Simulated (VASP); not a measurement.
## ZnO: single point with PBE

ZnO:

```
CELL_PARAMETERS angstrom
3.38536 0.00000 0.00000
-1.69268 2.93181 0.00000
0.00000 0.00000 5.46419
ATOMIC_POSITIONS crystal
Zn 0.33333 0.66667 0.49997
Zn 0.66667 0.33333 0.99997
O 0.66667 0.33333 0.37904
O 0.33333 0.66667 0.87904
```

This cell differs from its parent crystal: volume scaled by 1.10, then relaxed in part.

```yaml
Program: VASP 6.6.1
Task: single point
Functional: PBE
Potentials_or_basis: VASP PAW PBE potentials, release 64 (Zn, O)
Cutoff: 520 eV
k_mesh: 12 × 12 × 6
Occupations: gaussian, width 0.02 eV
Spin: no spin polarisation
```

| Quantity | Value |
| --- | --- |
| Pressure | -9.3 GPa |
| Band gap on the k mesh | 0.58 eV, direct |

Stress tensor (GPa, compression positive):
```
-9.37  0.00  0.00
 0.00 -9.37  0.00
 0.00  0.00 -9.26
```

Levels at points of the mesh, in eV from the valence-band top:
```
           k point  band 14  band 15  band 16  band 17  band 18  band 19  band 20  band 21  band 22  band 23
(0.00, 0.00, 0.00)    -0.65    -0.65    -0.05     0.00     0.00     0.58     4.73     7.75    12.23    12.23
(0.50, 0.00, 0.00)    -3.14    -2.44    -1.85    -1.08    -0.68     5.21     6.68     7.39     7.60     9.94
(0.00, 0.00, 0.50)    -2.16    -0.32    -0.32    -0.32    -0.32     3.12     3.12     9.52     9.52    12.50
(0.50, 0.00, 0.50)    -3.51    -1.24    -1.24    -1.15    -1.15     5.43     5.43     7.70     7.70    10.77
```

Run time: 49 s on 1 thread of Intel(R) Xeon(R) 6975P-C (Granite Rapids), on a shared host, peak memory 0.23 GiB.
